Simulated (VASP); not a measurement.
# Rb (I4/mmm) in VASP: settings compared, part 2 of 2

VASP 6.6.1.

**4. Single point, LDA**

The input, INCAR:

```
PREC = Accurate
ENCUT = 500
EDIFF = 1E-6
ISMEAR = -5
SIGMA = 0.1
LREAL = False
LASPH = True
NELM = 120
ALGO = Normal
ISIF = 2
LWAVE = False
LCHARG = False
GGA = CA
NBANDS = 10
GGA_COMPAT = False
```

The input, KPOINTS:

```
regular mesh
0
Gamma
  7 7 7
```

The input, POSCAR:

```
Rb
1.0
   -2.9545118615      2.9545118615      2.7308451955
    2.9545118615     -2.9545118615      2.7308451955
    2.9545118615      2.9545118615     -2.7308451955
Rb
1
Direct
    0.0000000000      0.0000000000      0.0000000000
```

Potentials or basis: VASP PAW LDA potentials, release 64 (Rb_sv).

Launch:

```sh
$ cat potpaw_LDA.64/Rb_sv/POTCAR > POTCAR
$ mpirun -np 1 vasp_std > vasp.out
```

OUTCAR:

```text
PREC = Accurate
   ENCUT = 500
   EDIFF = 1E-6
   ISMEAR = -5
   LREAL = False
   LASPH = True
   NELM = 120
   ISIF = 2
   GGA = CA

 ion  position               nearest neighbor table
   1  0.000  0.000  0.000-

  LATTYP: Found a body centered tetragonal cell.
 ALAT       =     5.9090237230
 C/A-ratio  =     0.9242965754

  Lattice vectors:

 A1 = (  -2.9545118615,   2.9545118615,   2.7308451955)
 A2 = (   2.9545118615,  -2.9545118615,   2.7308451955)
 A3 = (   2.9545118615,   2.9545118615,  -2.7308451955)

Analysis of symmetry for initial positions (statically):
=====================================================================
 Subroutine PRICEL returns:
 Original cell was already a primitive cell.

 Routine SETGRP: Setting up the symmetry group for a
 body centered tetragonal supercell.

 Subroutine GETGRP returns: Found 16 space group operations
 (whereof 16 operations were pure point group operations)
 out of a pool of 16 trial point group operations.

The static configuration has the point symmetry D_4h.

Analysis of symmetry for dynamics (positions and initial velocities):
=====================================================================
 Subroutine PRICEL returns:
 Original cell was already a primitive cell.

 Routine SETGRP: Setting up the symmetry group for a
 body centered tetragonal supercell.

 Subroutine GETGRP returns: Found 16 space group operations
 (whereof 16 operations were pure point group operations)
 out of a pool of 16 trial point group operations.

The dynamic configuration has the point symmetry D_4h.

 Subroutine INISYM returns: Found 16 space group operations
 (whereof 16 operations are pure point group operations),
 and found     1 'primitive' translations

----------------------------------------------------------------------------------------

                                     Primitive cell

  volume of cell :      95.3517

  direct lattice vectors                    reciprocal lattice vectors
    -2.954511861  2.954511861  2.730845196     0.000000000  0.169232693  0.183093498
     2.954511861 -2.954511861  2.730845196     0.169232693  0.000000000  0.183093498
     2.954511861  2.954511861 -2.730845196     0.169232693  0.169232693  0.000000000

  length of vectors
     4.991572514  4.991572514  4.991572514     0.249324956  0.249324956  0.239331170

  position of ions in fractional coordinates (direct lattice)
     0.000000000  0.000000000  0.000000000

  ion indices of the primitive-cell ions
   primitive index   ion index
                 1           1

----------------------------------------------------------------------------------------

 KPOINTS: regular mesh

Automatic generation of k-mesh.
 Grid dimensions read from file:
 generate k-points for:    7    7    7

 Generating k-lattice:

  Cartesian coordinates                     Fractional coordinates (reciprocal lattice)
     0.000000000  0.024176099  0.026156214     0.142857143  0.000000000  0.000000000
     0.024176099  0.000000000  0.026156214     0.000000000  0.142857143  0.000000000
     0.024176099  0.024176099  0.000000000     0.000000000  0.000000000  0.142857143

  Length of vectors
     0.035617851  0.035617851  0.034190167

  Shift w.r.t. Gamma in fractional coordinates (k-lattice)
     0.000000000  0.000000000  0.000000000

 TETIRR: Found    771 inequivalent tetrahedra from     2058

 Subroutine IBZKPT returns following result:
 ===========================================

 Found     40 irreducible k-points:

 Following reciprocal coordinates:
            Coordinates               Weight
  0.000000  0.000000  0.000000      1.000000
  0.142857 -0.000000  0.000000      8.000000
  0.285714  0.000000  0.000000      8.000000
  0.428571 -0.000000  0.000000      8.000000
  0.142857  0.142857  0.000000      8.000000
  0.285714  0.142857  0.000000     16.000000
[... 16 lines left out ...]
 -0.142857  0.285714  0.142857      8.000000
 -0.428571  0.428571  0.142857      8.000000
 [... further k-points ...]
   k-points           NKPTS =     40   k-points in BZ     NKDIM =     40   number of bands    NBANDS=     10
   number of dos      NEDOS =    301   number of ions     NIONS =      1
   total plane-waves  NPLWV =  46656
   dimension x,y,z NGX =    36 NGY =   36 NGZ =   36
   dimension x,y,z NGXF=    72 NGYF=   72 NGZF=   72
   ions per type =               1
   NGX,Y,Z   is equivalent  to a cutoff of  11.99, 11.99, 11.99 a.u.
   NGXF,Y,Z  is equivalent  to a cutoff of  23.98, 23.98, 23.98 a.u.
 SYSTEM =  unknown system
   PREC   = accura    normal or accurate (medium, high low for compatibility)
   ISTART =      0    job   : 0-new  1-cont  2-samecut
   ICHARG =      2    charge: 1-file 2-atom 10-const
   ISPIN  =      1    spin polarized calculation?
   LNONCOLLINEAR =      F non collinear calculations
   LSORBIT =      F    spin-orbit coupling
   LASPH  =      T    aspherical Exc in radial PAW
   ENCUT  =  500.0 eV  36.75 Ry    6.06 a.u.   9.10  9.10  9.10*2*pi/ulx,y,z
   NELM   =    120;   NELMIN=  2; NELMDL= -5     # of ELM steps
   EDIFF  = 0.1E-05   stopping-criterion for ELM
   LREAL  =      F    real-space projection
   EDIFFG = 0.1E-04   stopping-criterion for IOM
   NSW    =      0    number of steps for IOM
   IBRION =     -1    ionic relax: 0-MD 1-quasi-New 2-CG
   NFREE  =      0    steps in history (QN), initial steepest desc. (CG)
   ISIF   =      2    stress and relaxation
   ISYM   =      2    0-nonsym 1-usesym 2-fastsym
   POTIM  = 0.5000    time-step for ionic-motion
   TEBEG  =    0.0;   TEEND  =   0.0 temperature during run
   PSTRESS=    0.0 pullay stress
   NELECT =       9.0000    total number of electrons
   NUPDOWN=      -1.0000    fix difference up-down
   EMIN   =  10.00;   EMAX   =-10.00  energy-range for DOS
   EFERMI =   0.00;   METHOD = LEGACY
   ISMEAR =    -5;   SIGMA  =   0.10  broadening in eV -4-tet -1-fermi 0-gaus
   EFERMI_NEDOS =   21; number of points for ismear=-14 and -15
   IALGO  =     38    algorithm
   IMIX   =      4    mixing-type and parameters
     AMIX     =   0.40;   BMIX     =  1.00
     AMIX_MAG =   1.60;   BMIX_MAG =  1.00
  volume/ion in A,a.u.               =      95.35       643.47
  Fermi-wavevector in a.u.,A,eV,Ry     =   0.745383  1.408570  7.559340  0.555596
  Thomas-Fermi vector in A             =   1.840957
   LORBIT       =      0    0 simple, 1 ext, 2 COOP (PROOUT), +10 PAW based schemes
   GGA     = CA    functional components
   LHFCALC =     F    Hartree Fock is set to
   AEXX    =    0.0000 exact exchange contribution
   IVDW    =     0    specifies the selected vdW correction
   LEPSILON=     F    determine dielectric tensor
   LRPA    =     F    only Hartree local field effects (RPA)
 non-spin polarized calculation
 Fermi weights with tetrahedron method with Bloechl corrections
  energy-cutoff  :      500.00
  volume of cell :       95.35
 maximum number of plane-waves:      2438
   NGX = 19   NGY = 19   NGZ = 19

 number of electron       9.0000000 magnetization

 Free energy of the ion-electron system (eV)
  ---------------------------------------------------
  ext. energy  EPLUGINS =         0.00000000
  ---------------------------------------------------
  free energy    TOTEN  =        -1.02777783 eV

  energy without entropy =       -1.02777783  energy(sigma->0) =       -1.02777783

 E-fermi :  -0.2824     XC(G=0):  -5.5591

 val. band max:       -0.3049068948   @ k =  -0.4286   0.4286   0.1429
 cond. band min:      -0.3680292854   @ k =  -0.2857  -0.2857   0.2857
 fundamental gap:     -0.0631223906
 Fermi energy:        -0.2823736350

 k-point     1 :       0.0000    0.0000    0.0000
  band No.  band energies     occupation
      1     -29.1298      2.00000
      2     -13.2347      2.00000
      3     -13.2347      2.00000
      4     -13.2329      2.00000
      5      -2.2241      2.00000
      6       2.9860      0.00000
      7       3.3817      0.00000
      8       3.3817      0.00000
      9       3.8939      0.00000
     10       4.4343      0.00000

 k-point     2 :       0.1429   -0.0000    0.0000
  band No.  band energies     occupation
      1     -29.1291      2.00000
      2     -13.2499      2.00000
      3     -13.2403      2.00000
      4     -13.2344      2.00000
      5      -1.9862      2.00000
      6       2.8443      0.00000
      7       2.9525      0.00000
      8       3.4240      0.00000
      9       3.8804      0.00000
     10       4.1698      0.00000
[... 274 lines left out ...]
 k-point    24 :      -0.4286    0.4286    0.1429
  band No.  band energies     occupation
      1     -29.1262      2.00000
      2     -13.3111      2.00000
      3     -13.2612      2.00000
      4     -13.2449      2.00000
      5      -0.3049      1.17239
      6       0.8144      0.00000
      7       2.6688      0.00000
      8       2.9439      0.00000
      9       4.0973      0.00000
     10       5.1228      0.00000

 [... further k-points ...]
[... 5 lines left out ...]
  --------------------------------------------------------------------------------------
  -------------------------------------------------------------------------------------
  Total       -0.2981388     -0.2981388     -0.3049985      0.0000000      0.0000000     -0.0000000
  in kB       -5.0095712     -5.0095712     -5.1248338      0.0000000      0.0000000     -0.0000000
  external PRESSURE =      -5.0479921 kB  Pullay stress =       0.0000000 kB

 VOLUME and BASIS-vectors are now :
 -----------------------------------------------------------------------------
  energy-cutoff  :      500.00
  volume of cell :       95.35
      direct lattice vectors                 reciprocal lattice vectors
    -2.954511861  2.954511861  2.730845196     0.000000000  0.169232693  0.183093498
     2.954511861 -2.954511861  2.730845196     0.169232693  0.000000000  0.183093498
     2.954511861  2.954511861 -2.730845196     0.169232693  0.169232693  0.000000000

 POSITION                                       TOTAL-FORCE (eV/Angst)
 -----------------------------------------------------------------------------------
      0.00000      0.00000      0.00000         0.000000      0.000000      0.000000
 -----------------------------------------------------------------------------------
    total drift:                               -0.000000      0.000000      0.000000

  FREE ENERGIE OF THE ION-ELECTRON SYSTEM (eV)
  ---------------------------------------------------
  free  energy   TOTEN  =        -1.0277778257 eV

  energy  without entropy=       -1.0277778257  energy(sigma->0) =       -1.02777783
```

OSZICAR:

```text
N       E                     dE             d eps       ncg     rms          rms(c)
DAV:   1     0.447777571018E+02    0.44778E+02   -0.31442E+03   800   0.635E+02
DAV:   2     0.194642299886E+01   -0.42831E+02   -0.42105E+02   882   0.126E+02
DAV:   3    -0.876807079490E+00   -0.28232E+01   -0.28154E+01  1040   0.331E+01
DAV:   4    -0.102605272137E+01   -0.14925E+00   -0.14947E+00  1164   0.632E+00
DAV:   5    -0.102804631871E+01   -0.19936E-02   -0.20069E-02  1052   0.773E-01    0.110E+00
DAV:   6    -0.102763257789E+01    0.41374E-03   -0.19462E-03  1202   0.243E-01    0.654E-01
DAV:   7    -0.102771896356E+01   -0.86386E-04   -0.24066E-03  1138   0.265E-01    0.448E-02
DAV:   8    -0.102776891233E+01   -0.49949E-04   -0.89410E-05   950   0.692E-02    0.188E-02
DAV:   9    -0.102777746192E+01   -0.85496E-05   -0.10869E-05  1110   0.234E-02    0.551E-03
DAV:  10    -0.102777782575E+01   -0.36383E-06   -0.34256E-06  1018   0.989E-03
   1 F= -.10277778E+01 E0= -.10277778E+01  d E =0.000000E+00
```

Wall time 33 s (1 thread of Intel Xeon 8259CL, shared host); peak memory 0.18 GiB.

Results:

| Quantity | Value |
| --- | --- |
| Free energy | -1.0278 eV |
| Pressure | -0.5 GPa |

Caveat: tetrahedron occupations give inexact forces and stress in metals.

**5. Summary**

```csv
level,potentials or basis,cutoff (eV),smearing,gap on the mesh (eV),pressure (GPa)
PBE,"VASP PAW PBE potentials, release 64 (Rb_sv)",520,gaussian 0.05 eV,none,-0.1
PBEsol,"VASP PAW PBE potentials, release 64 (Rb_sv)",520,tetrahedron,none,-0.2
LDA,"VASP PAW LDA potentials, release 64 (Rb_sv)",500,tetrahedron,none,-0.5
```

Alike in all rows: task single point; no spin polarisation; cell as given; k mesh 7 × 7 × 7.

Caveats: tetrahedron occupations give inexact forces and stress in metals (some runs); the PAW data sets were made with another functional, which shifts forces and pressure a little (some runs).

Total energies depend on the potentials used, so only differences within one code and one set of settings carry meaning.
